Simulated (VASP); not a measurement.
# Cu (P6_3/mmc) in VASP: a series of runs, part 2 of 3

VASP 6.6.1. The steps go on from the part before.

## 3. Single point, PBE

The input, INCAR:

```
ALGO = Normal
EDIFF = 1E-6
ENCUT = 520
GGA = PE
ISIF = 2
ISMEAR = -1
LASPH = True
LCHARG = False
LREAL = False
LWAVE = False
NBANDS = 18
NELM = 80
PREC = Accurate
SIGMA = 0.1
```

The input, KPOINTS:

```
k-points
0
Gamma
  20 20 11
```

The input, POSCAR:

```
Cu
1.0
    2.1596291880      0.0000000000      0.0000000000
   -1.0798145940      1.8702937395      0.0000000000
    0.0000000000      0.0000000000      3.5374359723
Cu
2
Direct
    0.3333333333      0.6666666667      0.2500000000
    0.6666666667      0.3333333333      0.7500000000
```

Potentials or basis: VASP PAW PBE potentials, release 64 (Cu).

On the command line:

```console
$ cat potpaw_PBE.64/Cu/POTCAR > POTCAR
$ mpirun -np 1 vasp_std > vasp.out
```

OUTCAR:

```text
EDIFF = 1E-6
   ENCUT = 520
   GGA = PE
   ISIF = 2
   ISMEAR = -1
   LASPH = True
   LREAL = False
   NELM = 80
   PREC = Accurate

 ion  position               nearest neighbor table
   1  0.333  0.667  0.250-   2 2.16   2 2.16   2 2.16   2 2.16   2 2.16   2 2.16
   2  0.667  0.333  0.750-   1 2.16   1 2.16   1 2.16   1 2.16   1 2.16   1 2.16

  LATTYP: Found a hexagonal cell.
 ALAT       =     2.1596291880
 C/A-ratio  =     1.6379830352

  Lattice vectors:

 A1 = (   2.1596291880,   0.0000000000,   0.0000000000)
 A2 = (  -1.0798145940,   1.8702937395,   0.0000000000)
 A3 = (   0.0000000000,   0.0000000000,   3.5374359723)

Analysis of symmetry for initial positions (statically):
=====================================================================
 Subroutine PRICEL returns:
 Original cell was already a primitive cell.

 Routine SETGRP: Setting up the symmetry group for a
 hexagonal supercell.

 Subroutine GETGRP returns: Found 24 space group operations
 (whereof 12 operations were pure point group operations)
 out of a pool of 24 trial point group operations.

The static configuration has the point symmetry D_3d.
 The point group associated with its full space group is D_6h.

Analysis of symmetry for dynamics (positions and initial velocities):
=====================================================================
 Subroutine PRICEL returns:
 Original cell was already a primitive cell.

 Routine SETGRP: Setting up the symmetry group for a
 hexagonal supercell.

 Subroutine GETGRP returns: Found 24 space group operations
 (whereof 12 operations were pure point group operations)
 out of a pool of 24 trial point group operations.

The dynamic configuration has the point symmetry D_3d.
 The point group associated with its full space group is D_6h.

 Subroutine INISYM returns: Found 24 space group operations
 (whereof 12 operations are pure point group operations),
 and found     1 'primitive' translations

----------------------------------------------------------------------------------------

                                     Primitive cell

  volume of cell :      14.2882

  direct lattice vectors                    reciprocal lattice vectors
     2.159629188  0.000000000  0.000000000     0.463042454  0.267337686  0.000000000
    -1.079814594  1.870293740  0.000000000     0.000000000  0.534675372  0.000000000
     0.000000000  0.000000000  3.537435972     0.000000000  0.000000000  0.282690629

  length of vectors
     2.159629188  2.159629188  3.537435972     0.534675371  0.534675372  0.282690629

  position of ions in fractional coordinates (direct lattice)
     0.333333333  0.666666667  0.250000000
     0.666666667  0.333333333  0.750000000

  ion indices of the primitive-cell ions
   primitive index   ion index
                 1           1
                 2           2

----------------------------------------------------------------------------------------

 KPOINTS: k-points

Automatic generation of k-mesh.
 Grid dimensions read from file:
 generate k-points for:   20   20   11

 Generating k-lattice:

  Cartesian coordinates                     Fractional coordinates (reciprocal lattice)
     0.023152123  0.013366884  0.000000000     0.050000000 -0.000000000  0.000000000
     0.000000000  0.026733769  0.000000000     0.000000000  0.050000000  0.000000000
     0.000000000  0.000000000  0.025699148     0.000000000  0.000000000  0.090909091

  Length of vectors
     0.026733769  0.026733769  0.025699148

  Shift w.r.t. Gamma in fractional coordinates (k-lattice)
     0.000000000  0.000000000  0.000000000

 Subroutine IBZKPT returns following result:
 ===========================================

 Found    264 irreducible k-points:

 Following reciprocal coordinates:
            Coordinates               Weight
  0.000000  0.000000  0.000000      1.000000
  0.050000  0.000000  0.000000      6.000000
  0.100000  0.000000  0.000000      6.000000
  0.150000  0.000000  0.000000      6.000000
  0.200000  0.000000  0.000000      6.000000
  0.250000  0.000000  0.000000      6.000000
[... 16 lines left out ...]
  0.200000  0.100000  0.000000     12.000000
  0.250000  0.100000  0.000000     12.000000
 [... further k-points ...]
   k-points           NKPTS =    264   k-points in BZ     NKDIM =    264   number of bands    NBANDS=     18
   number of dos      NEDOS =    301   number of ions     NIONS =      2
   total plane-waves  NPLWV =   7168
   dimension x,y,z NGX =    16 NGY =   16 NGZ =   28
   dimension x,y,z NGXF=    32 NGYF=   32 NGZF=   56
   ions per type =               2
   NGX,Y,Z   is equivalent  to a cutoff of  12.32, 12.32, 13.16 a.u.
   NGXF,Y,Z  is equivalent  to a cutoff of  24.63, 24.63, 26.32 a.u.
 SYSTEM =  unknown system
   PREC   = accura    normal or accurate (medium, high low for compatibility)
   ISTART =      0    job   : 0-new  1-cont  2-samecut
   ICHARG =      2    charge: 1-file 2-atom 10-const
   ISPIN  =      1    spin polarized calculation?
   LNONCOLLINEAR =      F non collinear calculations
   LSORBIT =      F    spin-orbit coupling
   LASPH  =      T    aspherical Exc in radial PAW
   ENCUT  =  520.0 eV  38.22 Ry    6.18 a.u.   4.02  4.02  6.58*2*pi/ulx,y,z
   NELM   =     80;   NELMIN=  2; NELMDL= -5     # of ELM steps
   EDIFF  = 0.1E-05   stopping-criterion for ELM
   LREAL  =      F    real-space projection
   EDIFFG = 0.1E-04   stopping-criterion for IOM
   NSW    =      0    number of steps for IOM
   IBRION =     -1    ionic relax: 0-MD 1-quasi-New 2-CG
   NFREE  =      0    steps in history (QN), initial steepest desc. (CG)
   ISIF   =      2    stress and relaxation
   ISYM   =      2    0-nonsym 1-usesym 2-fastsym
   POTIM  = 0.5000    time-step for ionic-motion
   TEBEG  =    0.0;   TEEND  =   0.0 temperature during run
   PSTRESS=    0.0 pullay stress
   NELECT =      22.0000    total number of electrons
   NUPDOWN=      -1.0000    fix difference up-down
   EMIN   =  10.00;   EMAX   =-10.00  energy-range for DOS
   EFERMI =   0.00;   METHOD = LEGACY
   ISMEAR =    -1;   SIGMA  =   0.10  broadening in eV -4-tet -1-fermi 0-gaus
   EFERMI_NEDOS =   21; number of points for ismear=-14 and -15
   IALGO  =     38    algorithm
   IMIX   =      4    mixing-type and parameters
     AMIX     =   0.40;   BMIX     =  1.00
     AMIX_MAG =   1.60;   BMIX_MAG =  1.00
  volume/ion in A,a.u.               =       7.14        48.21
  Fermi-wavevector in a.u.,A,eV,Ry     =   1.890412  3.572361 48.622576  3.573659
  Thomas-Fermi vector in A             =   2.931785
   LORBIT       =      0    0 simple, 1 ext, 2 COOP (PROOUT), +10 PAW based schemes
   GGA     = PE    functional components
   LHFCALC =     F    Hartree Fock is set to
   AEXX    =    0.0000 exact exchange contribution
   IVDW    =     0    specifies the selected vdW correction
   LEPSILON=     F    determine dielectric tensor
   LRPA    =     F    only Hartree local field effects (RPA)
 non-spin polarized calculation
  energy-cutoff  :      520.00
  volume of cell :       14.29
 maximum number of plane-waves:       396
   NGX =  9   NGY =  9   NGZ = 13

 number of electron      21.9999980 magnetization

 Free energy of the ion-electron system (eV)
  ---------------------------------------------------
  ext. energy  EPLUGINS =         0.00000000
  ---------------------------------------------------
  free energy    TOTEN  =        -2.67517276 eV

  energy without entropy =       -2.65878930  energy(sigma->0) =       -2.66698103

 E-fermi :  16.0015     XC(G=0): -15.9358

 val. band max:       15.9811516107   @ k =   0.5000   0.0000   0.0000
 cond. band min:      16.0099272626   @ k =   0.3500   0.1500   0.2727
 fundamental gap:      0.0287756519
 Fermi energy:        16.0015095793

 k-point     1 :       0.0000    0.0000    0.0000
  band No.  band energies     occupation
      1       1.9166      2.00000
      2       6.8657      2.00000
      3      10.5648      2.00000
      4      10.6916      2.00000
      5      10.6916      2.00000
      6      11.1597      2.00000
[... 10 lines left out ...]
     17      46.6019      0.00000
     18      46.6019      0.00000

 k-point     2 :       0.0500    0.0000    0.0000
  band No.  band energies     occupation
      1       2.0352      2.00000
      2       6.9433      2.00000
      3      10.4376      2.00000
      4      10.7539      2.00000
      5      10.7978      2.00000
      6      11.1250      2.00000
[... 10 lines left out ...]
     17      44.9515      0.00000
     18      46.4062      0.00000
[... 442 lines left out ...]
 k-point    24 :       0.2500    0.1000    0.0000
  band No.  band energies     occupation
      1       5.8189      2.00000
      2       8.1816      2.00000
      3       8.5688      2.00000
      4       9.3413      2.00000
      5      10.6023      2.00000
      6      10.7200      2.00000
[... 10 lines left out ...]
     17      39.9207      0.00000
     18      41.5882      0.00000

 [... further k-points ...]
[... 5 lines left out ...]
  --------------------------------------------------------------------------------------
  -------------------------------------------------------------------------------------
  Total       23.3376565     23.3376565     23.3303820      0.0000000      0.0000000      0.0000000
  in kB     2616.9186975   2616.9186973   2616.1029818      0.0000000      0.0000000      0.0000000
  external PRESSURE =    2616.6467922 kB  Pullay stress =       0.0000000 kB

 VOLUME and BASIS-vectors are now :
 -----------------------------------------------------------------------------
  energy-cutoff  :      520.00
  volume of cell :       14.29
      direct lattice vectors                 reciprocal lattice vectors
     2.159629188  0.000000000  0.000000000     0.463042454  0.267337686  0.000000000
    -1.079814594  1.870293740  0.000000000     0.000000000  0.534675372  0.000000000
     0.000000000  0.000000000  3.537435972     0.000000000  0.000000000  0.282690629

 POSITION                                       TOTAL-FORCE (eV/Angst)
 -----------------------------------------------------------------------------------
     -0.00000      1.24686      0.88436         0.000000     -0.000000      0.000000
      1.07981      0.62343      2.65308        -0.000000      0.000000      0.000000
 -----------------------------------------------------------------------------------
    total drift:                               -0.000000      0.000000     -0.000000

  FREE ENERGIE OF THE ION-ELECTRON SYSTEM (eV)
  ---------------------------------------------------
  free  energy   TOTEN  =        -2.6751727558 eV

  energy  without entropy=       -2.6587892973  energy(sigma->0) =       -2.66698103
```

It took 60 s on 1 thread of Intel Xeon 8259CL, shared host; peak memory 0.17 GiB.

What came out:

```
Free energy            : -2.6752 eV
Pressure               : 261.7 GPa
Band gap on the k mesh : zero (bands 11 and 12 overlap by 8.25 eV)
```

Stress tensor (GPa, compression positive):
```
261.69   0.00   0.00
  0.00 261.69   0.00
  0.00   0.00 261.61
```

Levels at points of the mesh, in eV from the Fermi level:
```
           k point  band 9  band 10  band 11  band 12  band 13  band 14
(0.00, 0.00, 0.00)   -4.21    -2.89    -2.63    -2.63     6.94    24.93
(0.50, 0.00, 0.00)   -2.31    -2.18    -0.02     2.82    10.54    11.74
```

Caveat: the cell stands under pressure.

## 4. Relaxation of cell and atoms, PBE, target pressure 260 GPa, at which the enthalpy is minimised

The input, INCAR:

```
PREC     = Accurate       # precision mode
ENCUT    = 600            # plane-wave cutoff, eV
EDIFF    = 1E-6           # SCF threshold, eV
ISMEAR   = -1             # smearing method
SIGMA    = 0.1            # smearing width, eV
LREAL    = False          # projectors in reciprocal space
LASPH    = True           # aspherical terms in the spheres
NELM     = 80             # most SCF steps
ALGO     = Normal         # electronic algorithm
ISIF     = 3              # what is computed and relaxed
LWAVE    = False          # write WAVECAR
LCHARG   = False          # write CHGCAR
GGA      = PE             # functional
IBRION   = 2              # ionic algorithm
NSW      = 60             # ionic steps
EDIFFG   = -0.005         # ionic threshold
PSTRESS  = 2600.0
```

The input, KPOINTS:

```
regular mesh
0
Gamma
  20 20 11
```

The input, POSCAR:

```
Cu
1.0
    2.1665839850      0.0000000000      0.0000000000
   -1.0832919925      1.8763167705      0.0000000000
    0.0000000000      0.0000000000      3.5098660558
Cu
2
Direct
    0.3333333333      0.6666666667      0.2500000000
    0.6666666667      0.3333333333      0.7500000000
```

On the command line:

```console
$ cat potpaw_PBE.64/Cu/POTCAR > POTCAR
$ mpirun -np 1 vasp_std > vasp.out
```

Wall time 8.2 min (1 thread of Intel Xeon 8259CL, shared host); peak memory 0.18 GiB.

The run converged. Its results:

```yaml
Free_energy: -2.7112 eV
Relaxed_volume: 7.15 Å³/atom
Relaxed_cell: a = 2.161 Å, b = 2.161 Å, c = 3.539 Å, α = 90.00°, β = 90.00°, γ = 120.00°
Space_group_after_relaxing_to_0.1_Å: P6_3/mmc (No. 194)
Energy_change_on_relaxing_the_run_minimises_the_enthalpy: -35.6 meV/atom
Ionic_steps: 17
Pressure_after_relaxing: 260.0 GPa
Band_gap_on_the_k_mesh: zero (bands 11 and 12 overlap by 8.24 eV)
```

Step by step:
```csv
step,energy change (eV),largest force (eV/Å),pressure (GPa),volume (Å³)
1,0.0000,0.0000,263.45,14.27
2,-0.4963,0.0000,239.11,14.59
3,-0.1388,0.0000,256.61,14.35
4,0.0904,0.0000,267.74,14.21
5,-0.0744,0.0000,259.92,14.31
6,-0.0758,0.0000,259.79,14.31
7,-0.0776,0.0000,259.69,14.31
8,-0.0523,0.0000,261.05,14.30
9,-0.0726,0.0000,259.86,14.31
10,-0.0612,0.0000,260.45,14.30
11,-0.0689,0.0000,260.17,14.31
12,-0.0701,0.0000,259.69,14.31
13,-0.0692,0.0000,260.35,14.31
14,-0.0697,0.0000,259.93,14.31
15,-0.0695,0.0000,260.14,14.31
16,-0.0696,0.0000,260.06,14.31
17,-0.0711,0.0000,260.04,14.31
```

Final structure:
```xyz
2
Lattice="2.1607 0.0000 0.0000 -1.0803 1.8712 0.0000 0.0000 0.0000 3.5393" Properties=species:S:1:pos:R:3 pbc="T T T"
Cu    0.0000    1.2475    0.8848
Cu    1.0803    0.6237    2.6545
```

Levels at points of the mesh, in eV from the Fermi level:
| k point | band 9 | band 10 | band 11 | band 12 | band 13 | band 14 |
| --- | --- | --- | --- | --- | --- | --- |
| (0.00, 0.00, 0.00) | -4.20 | -2.89 | -2.63 | -2.63 | 6.93 | 24.92 |
| (0.50, 0.00, 0.00) | -2.31 | -2.18 | -0.02 | 2.81 | 10.53 | 11.73 |

Caveat: the cell is relaxed towards a set pressure, so the run minimises the enthalpy, not the energy.

[end of part 2 of 3]
